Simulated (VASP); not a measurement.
Crystal: ZnSnN2.

```
Zn N Sn
1.0
     3.38202    0.00000    0.00000
     0.00000    3.38202    0.00000
     0.00000    0.00000    4.69964
Zn N Sn
1 2 1
Cartesian
  0.0000 0.0000 0.0000
  0.0000 1.6910 1.1507
  1.6910 0.0000 3.5490
  1.6910 1.6910 2.3498
```

Base run:

```yaml
Program: VASP 6.6.1
Functional: r2SCAN
Potentials_or_basis: VASP PAW PBE potentials, release 64 (Zn, N, Sn_d)
Cutoff: 520 eV
k_mesh: 6 × 6 × 4
Occupations: fermi-dirac, width 0.02 eV
Spin: no spin polarisation
```

Its results: pressure 0.5 GPa; largest force 0.007 eV/Å.

The run is repeated on the same cell with these changes: functional from r2SCAN to PBE. What comes out?

Pressure 5.2 GPa; largest force 0.139 eV/Å.

Caveats: the PAW data sets were made with another functional, which shifts forces and pressure a little (some runs).
